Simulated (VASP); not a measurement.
# NaNb2 (Fm-3m) in VASP: relaxation of cell and atoms with PBE

Aim: the relaxation of cell and atoms of NaNb2 with PBE.

Program: VASP 6.6.1. These are calculated values, not measurements. Logs are shortened: lines on timing, memory, paths and dates and some standing lists are left out, and cuts for length are marked.

## (1) The cell of the first run

The structure is cubic, space group Fm-3m (No. 225). The conventional cell has a = 6.333 Å, b = 6.333 Å, c = 6.333 Å, α = 90.00°, β = 90.00°, γ = 90.00°. Within 3.6 Å of Na (site symmetry m-3m) lie 8 Nb at 2.74 Å. Within 3.6 Å of Nb (site symmetry -43m) lie 4 Na at 2.74 Å and 6 Nb at 3.17 Å.

## (2) Relaxation of cell and atoms, PBE

INCAR

```
PREC     = Accurate       # precision mode
ENCUT    = 600            # plane-wave cutoff, eV
EDIFF    = 1E-6           # SCF threshold, eV
ISMEAR   = 0              # smearing method
SIGMA    = 0.1            # smearing width, eV
LREAL    = F              # projectors in reciprocal space
LASPH    = T              # aspherical terms in the spheres
NELM     = 100            # most SCF steps
ALGO     = Fast           # electronic algorithm
ISIF     = 3              # what is computed and relaxed
LWAVE    = F              # write WAVECAR
LCHARG   = F              # write CHGCAR
GGA      = PE             # functional
IBRION   = 2              # ionic algorithm
NSW      = 100            # ionic steps
EDIFFG   = -0.01          # ionic threshold
```

KPOINTS

```
regular mesh
0
Gamma
  12 12 12
```

POSCAR

```
NaNb2
1.0
    0.0000000000      3.1666454277      3.1666454277
    3.1666454277      0.0000000000      3.1666454277
    3.1666454277      3.1666454277      0.0000000000
Na Nb
1 2
Direct
    0.0000000000      0.0000000000      0.0000000000
    0.2500000000      0.2500000000      0.2500000000
    0.7500000000      0.7500000000      0.7500000000
```

Potentials or basis: VASP PAW PBE potentials, release 64 (Na_pv, Nb_sv).

Started as:

```console
cat potpaw_PBE.64/Na_pv/POTCAR potpaw_PBE.64/Nb_sv/POTCAR > POTCAR
mpirun -np 1 vasp_std > vasp.out
```

OUTCAR:

```text
PREC = Accurate
   ENCUT = 600
   EDIFF = 1E-6
   ISMEAR = 0
   LREAL = F
   LASPH = T
   NELM = 100
   ISIF = 3
   GGA = PE
   IBRION = 2
   NSW = 100
   EDIFFG = -0.01

 ion  position               nearest neighbor table
   1  0.000  0.000  0.000-   3 2.74   3 2.74   3 2.74   2 2.74   2 2.74   2 2.74   3 2.74   2 2.74

   2  0.250  0.250  0.250-   1 2.74   1 2.74   1 2.74   1 2.74
   3  0.750  0.750  0.750-   1 2.74   1 2.74   1 2.74   1 2.74

  LATTYP: Found a face centered cubic cell.
 ALAT       =     6.3332908554

  Lattice vectors:

 A1 = (   0.0000000000,   3.1666454277,   3.1666454277)
 A2 = (   3.1666454277,   0.0000000000,   3.1666454277)
 A3 = (   3.1666454277,   3.1666454277,   0.0000000000)

Analysis of symmetry for initial positions (statically):
=====================================================================
 Subroutine PRICEL returns:
 Original cell was already a primitive cell.

 Routine SETGRP: Setting up the symmetry group for a
 face centered cubic supercell.

 Subroutine GETGRP returns: Found 48 space group operations
 (whereof 48 operations were pure point group operations)
 out of a pool of 48 trial point group operations.

The static configuration has the point symmetry O_h .

Analysis of symmetry for dynamics (positions and initial velocities):
=====================================================================
 Subroutine PRICEL returns:
 Original cell was already a primitive cell.

 Routine SETGRP: Setting up the symmetry group for a
 face centered cubic supercell.

 Subroutine GETGRP returns: Found 48 space group operations
 (whereof 48 operations were pure point group operations)
 out of a pool of 48 trial point group operations.

The dynamic configuration has the point symmetry O_h .

 Subroutine INISYM returns: Found 48 space group operations
 (whereof 48 operations are pure point group operations),
 and found     1 'primitive' translations

----------------------------------------------------------------------------------------

                                     Primitive cell

  volume of cell :      63.5080

  direct lattice vectors                    reciprocal lattice vectors
[... 80 lines left out ...]
   PREC   = accura    normal or accurate (medium, high low for compatibility)
   ISTART =      0    job   : 0-new  1-cont  2-samecut
   ICHARG =      2    charge: 1-file 2-atom 10-const
   ISPIN  =      1    spin polarized calculation?
   LNONCOLLINEAR =      F non collinear calculations
   LSORBIT =      F    spin-orbit coupling
   LASPH  =      T    aspherical Exc in radial PAW
   ENCUT  =  600.0 eV  44.10 Ry    6.64 a.u.   8.94  8.94  8.94*2*pi/ulx,y,z
   NELM   =    100;   NELMIN=  2; NELMDL= -5     # of ELM steps
   EDIFF  = 0.1E-05   stopping-criterion for ELM
   LREAL  =      F    real-space projection
   EDIFFG = -.1E-01   stopping-criterion for IOM
   NSW    =    100    number of steps for IOM
   IBRION =      2    ionic relax: 0-MD 1-quasi-New 2-CG
   NFREE  =      1    steps in history (QN), initial steepest desc. (CG)
   ISIF   =      3    stress and relaxation
   ISYM   =      2    0-nonsym 1-usesym 2-fastsym
   POTIM  = 0.5000    time-step for ionic-motion
   TEBEG  =    0.0;   TEEND  =   0.0 temperature during run
   PSTRESS=    0.0 pullay stress
   NELECT =      33.0000    total number of electrons
   NUPDOWN=      -1.0000    fix difference up-down
   EMIN   =  10.00;   EMAX   =-10.00  energy-range for DOS
   EFERMI =   0.00;   METHOD = LEGACY
   ISMEAR =     0;   SIGMA  =   0.10  broadening in eV -4-tet -1-fermi 0-gaus
   EFERMI_NEDOS =   21; number of points for ismear=-14 and -15
   IALGO  =     68    algorithm
   IMIX   =      4    mixing-type and parameters
     AMIX     =   0.40;   BMIX     =  1.00
     AMIX_MAG =   1.60;   BMIX_MAG =  1.00
  volume/ion in A,a.u.               =      21.17       142.86
  Fermi-wavevector in a.u.,A,eV,Ry     =   1.316144  2.487151 23.568485  1.732235
  Thomas-Fermi vector in A             =   2.446277
   LORBIT       =      0    0 simple, 1 ext, 2 COOP (PROOUT), +10 PAW based schemes
   GGA     = PE    functional components
   LHFCALC =     F    Hartree Fock is set to
   AEXX    =    0.0000 exact exchange contribution
   IVDW    =     0    specifies the selected vdW correction
   LEPSILON=     F    determine dielectric tensor
   LRPA    =     F    only Hartree local field effects (RPA)
 conjugate gradient relaxation of ions
 non-spin polarized calculation
 RMM-DIIS sequential band-by-band and
 Gauss-broadening in eV      SIGMA  =   0.10
  energy-cutoff  :      600.00
  volume of cell :       63.51
 maximum number of plane-waves:      2148
   NGX = 17   NGY = 17   NGZ = 17

 number of electron      33.0000008 magnetization

 Free energy of the ion-electron system (eV)
  ---------------------------------------------------
  ext. energy  EPLUGINS =         0.00000000
  ---------------------------------------------------
  free energy    TOTEN  =       -15.91700524 eV

  energy without entropy =      -15.90435442  energy(sigma->0) =      -15.91067983

 E-fermi :   6.5947     XC(G=0): -10.5740

 val. band max:        6.5944448376   @ k =  -0.3333   0.2500   0.0000
 cond. band min:       6.6170336551   @ k =  -0.2500   0.3333   0.0833
 fundamental gap:      0.0225888175
 Fermi energy:         6.5946646343

 k-point     1 :       0.0000    0.0000    0.0000
  band No.  band energies     occupation
      1     -48.4176      2.00000
      2     -48.3267      2.00000
      3     -24.5467      2.00000
      4     -24.5467      2.00000
      5     -24.5467      2.00000
      6     -24.2735      2.00000
[... 541 lines left out ...]
     19       7.2822      0.00000
     20       8.1174      0.00000

 [... further k-points ...]
[... 5 lines left out ...]
  --------------------------------------------------------------------------------------
  -------------------------------------------------------------------------------------
  Total       -0.0136622     -0.0136622     -0.0136622     -0.0000000      0.0000000      0.0000000
  in kB       -0.3446707     -0.3446707     -0.3446707     -0.0000000      0.0000000      0.0000000
  external PRESSURE =      -0.3446707 kB  Pullay stress =       0.0000000 kB

 VOLUME and BASIS-vectors are now :
 -----------------------------------------------------------------------------
  energy-cutoff  :      600.00
  volume of cell :       63.51
      direct lattice vectors                 reciprocal lattice vectors
     0.000000000  3.166645428  3.166645428    -0.157895796  0.157895796  0.157895796
     3.166645428  0.000000000  3.166645428     0.157895796 -0.157895796  0.157895796
     3.166645428  3.166645428  0.000000000     0.157895796  0.157895796 -0.157895796

 POSITION                                       TOTAL-FORCE (eV/Angst)
 -----------------------------------------------------------------------------------
      0.00000      0.00000      0.00000         0.000000     -0.000000     -0.000000
      1.58332      1.58332      1.58332         0.000000      0.000000      0.000000
      4.74997      4.74997      4.74997        -0.000000     -0.000000     -0.000000
 -----------------------------------------------------------------------------------
    total drift:                                0.000000      0.000000      0.000000

  FREE ENERGIE OF THE ION-ELECTRON SYSTEM (eV)
  ---------------------------------------------------
  free  energy   TOTEN  =       -15.9170052371 eV

  energy  without entropy=      -15.9043544228  energy(sigma->0) =      -15.91067983

 reached required accuracy - stopping structural energy minimisation
```

OSZICAR:

```text
N       E                     dE             d eps       ncg     rms          rms(c)
DAV:   1     0.445332111282E+03    0.44533E+03   -0.19269E+04  2896   0.198E+03
DAV:   2     0.271136571656E+02   -0.41822E+03   -0.41055E+03  2908   0.689E+02
DAV:   3    -0.131623492360E+02   -0.40276E+02   -0.38060E+02  5528   0.173E+02
[... 36 lines left out ...]
RMM:  40    -0.159170018976E+02    0.78753E-06   -0.24107E-05  2664   0.176E-02    0.606E-03
RMM:  41    -0.159170025475E+02   -0.64989E-06   -0.19040E-05  2419   0.136E-02    0.394E-03
RMM:  42    -0.159170033648E+02   -0.81727E-06   -0.14859E-05  2209   0.118E-02    0.271E-03
RMM:  43    -0.159170043514E+02   -0.98665E-06   -0.11788E-05  1894   0.103E-02    0.125E-03
RMM:  44    -0.159170052371E+02   -0.88573E-06   -0.94223E-06  1922   0.899E-03
   1 F= -.15917005E+02 E0= -.15910680E+02  d E =-.159170E+02
```

It took 2.7 min on 1 thread of Intel Xeon 6975P-C (Granite Rapids), shared host; peak memory 0.27 GiB.

Results:

- Free energy: -15.9170 eV
- Pressure after relaxing: 0.0 GPa
- Band gap on the k mesh: zero (an odd number of electrons rules out a gap without spin polarisation)

Final structure:
```cif
data_structure
_symmetry_space_group_name_H-M 'P 1'
_symmetry_Int_Tables_number 1
_cell_length_a 4.4783
_cell_length_b 4.4783
_cell_length_c 4.4783
_cell_angle_alpha 60.000
_cell_angle_beta 60.000
_cell_angle_gamma 60.000
_cell_volume 63.51
loop_
_atom_site_label
_atom_site_type_symbol
_atom_site_fract_x
_atom_site_fract_y
_atom_site_fract_z
_atom_site_occupancy
Na1 Na 0.00000 0.00000 0.00000 1
Nb1 Nb 0.25000 0.25000 0.25000 1
Nb2 Nb 0.75000 0.75000 0.75000 1
```

Levels at points of the mesh, in eV from the Fermi level:
```tsv
k point	band 15	band 16	band 17	band 18	band 19	band 20
(0.00, 0.00, 0.00)	-1.46	-1.46	-1.46	2.61	2.62	2.64
(0.50, 0.00, 0.00)	-0.26	-0.26	-0.26	0.85	0.88	1.10
(0.50, 0.50, 0.00)	-1.23	-0.19	1.00	1.04	1.19	1.32
```

Caveat: the relaxation stopped at its first step, so nothing moved.

The gap in the log of VASP goes by the Fermi energy; the results here count the filled bands.